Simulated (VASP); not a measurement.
A run of VASP 6.6.1 is set up as follows.

File INCAR:

```
ALGO = Normal
EDIFF = 1E-7
EDIFFG = -0.01
ENCUT = 600
GGA = PE
IBRION = 2
ISIF = 3
ISMEAR = 0
LASPH = T
LCHARG = F
LREAL = F
LWAVE = F
NELM = 100
NSW = 100
PREC = Accurate
SIGMA = 0.1
```

KPOINTS

```
k-points
0
Gamma
  12 12 6
```

The input POSCAR:

```
HfNbSe4
1.0
    4.7532635012      0.0000000000      0.0000000000
   -2.3766317506      4.1164469429      0.0000000000
    0.0000000000      0.0000000000      8.0219633013
Hf Nb Se
1 1 4
Direct
    0.0000000000      0.0000000000      0.0598859908
    0.0000000000      0.0000000000      0.6912180628
    0.3333333333      0.6666666667      0.6973674716
    0.6666666667      0.3333333333      0.6973674716
    0.3333333333      0.6666666667      0.1468872316
    0.6666666667      0.3333333333      0.1468872316
```

Potentials or basis: VASP PAW PBE potentials, release 64 (Hf_pv, Nb_sv, Se).

The run is started by

```console
$ cat potpaw_PBE.64/Hf_pv/POTCAR potpaw_PBE.64/Nb_sv/POTCAR potpaw_PBE.64/Se/POTCAR > POTCAR
$ mpirun -np 1 vasp_std > vasp.out
```

(1) What does it give for the space group after relaxing (to 0.05 Å)?

(2) Estimate the relaxed volume.

## Answers

(1) P6mm (No. 183).

(2) 26.11 Å³/atom.
